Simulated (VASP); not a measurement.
Input of a VASP 6.6.1 run:

File INCAR:

```
SYSTEM = GaSb
PREC = Accurate
ENCUT = 520
EDIFF = 1E-6
ISMEAR = 0
SIGMA = 0.1
LREAL = .False.
LASPH = .True.
NELM = 60
ALGO = Normal
ISIF = 2
LWAVE = .False.
LCHARG = .False.
GGA = PS
NBANDS = 16
```

File KPOINTS:

```
regular mesh
0
Gamma
  18 18 18
  0 0 0
```

File POSCAR:

```
GaSb
1.0
    0.0000000000      3.0559490798      3.0559490798
    3.0559490798      0.0000000000      3.0559490798
    3.0559490798      3.0559490798      0.0000000000
Ga Sb
1 1
Direct
    0.0000000000      0.0000000000      0.0000000000
    0.2500000000      0.2500000000      0.2500000000
```

Potentials or basis: VASP PAW PBE potentials, release 64 (Ga_d, Sb).

The run is started by

```sh
$ cat potpaw_PBE.64/Ga_d/POTCAR potpaw_PBE.64/Sb/POTCAR > POTCAR
$ mpirun -np 1 vasp_std > vasp.out
```

Q: Predict the band gap on the k mesh.

A: 0.01 eV.

Q: Predict the pressure.

A: 0.1 GPa.

Caveat: semilocal functionals underestimate gaps, and a narrow one can read as zero; the PAW data sets were made with another functional, which shifts forces and pressure a little; spin-orbit coupling is left out, which moves the levels of the heavy elements. A k mesh can miss the band edges.
